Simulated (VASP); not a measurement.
Set up this calculation in VASP 6.6.1, as the native input.

* Task: single point
* Functional: PBE
* Potentials or basis: VASP PAW PBE potentials, release 64 (Lu, Al, S)
* Cutoff: 520 eV
* k mesh: 3 × 3 × 6
* Occupations: gaussian, width 0.1 eV
* Spin: no spin polarisation
* Dipole correction: no
* Further INCAR settings: ALGO = Normal; EDIFF = 1e-06; NBANDS = 42

The structure of Lu2Al3S lies in POSCAR:

```
Lu2Al3S
1.0
    5.3701796238      0.0000000025      0.0000000000
   -2.6850898141      4.6507119758      0.0000000000
    0.0000000000      0.0000000000      5.4054061266
Lu Al S
2 3 1
Direct
    0.3333333333      0.6666666667      0.0000000000
    0.6666666667      0.3333333333      0.0000000000
    0.5000000000      0.0000000000      0.5000000000
    0.5000000000      0.5000000000      0.5000000000
    0.0000000000      0.5000000000      0.5000000000
    0.0000000000      0.0000000000      0.0000000000
```

The cell was built from a structure type or drawn by symmetry, and may not be a known phase.

One way to write it, as run:

INCAR

```
  PREC = Accurate
  ENCUT = 520
  EDIFF = 1E-6
  ISMEAR = 0
  SIGMA = 0.1
  LREAL = False
  LASPH = True
  NELM = 100
  ALGO = Normal
  ISIF = 2
  LWAVE = False
  LCHARG = False
  GGA = PE
  NBANDS = 42
```

KPOINTS

```
regular mesh
0
Gamma
  3 3 6
```

Potentials or basis: VASP PAW PBE potentials, release 64 (Lu, Al, S).

Command:

```bash
$ cat potpaw_PBE.64/Lu/POTCAR potpaw_PBE.64/Al/POTCAR potpaw_PBE.64/S/POTCAR > POTCAR
$ mpirun -np 1 vasp_std > vasp.out
```

It gave:

```json
{"Pressure": "0.2 GPa", "Band gap on the k mesh": "zero (an odd number of electrons rules out a gap without spin polarisation)"}
```

Caveat: the k points lie up to 0.45 Å⁻¹ apart, too coarse for converged energies and pressures of a metal; spin-orbit coupling is left out, which moves the levels of the heavy elements.

Wall time 59 s on 1 thread of Intel(R) Xeon(R) Platinum 8488C (Sapphire Rapids), on a shared host, peak memory 0.27 GiB.
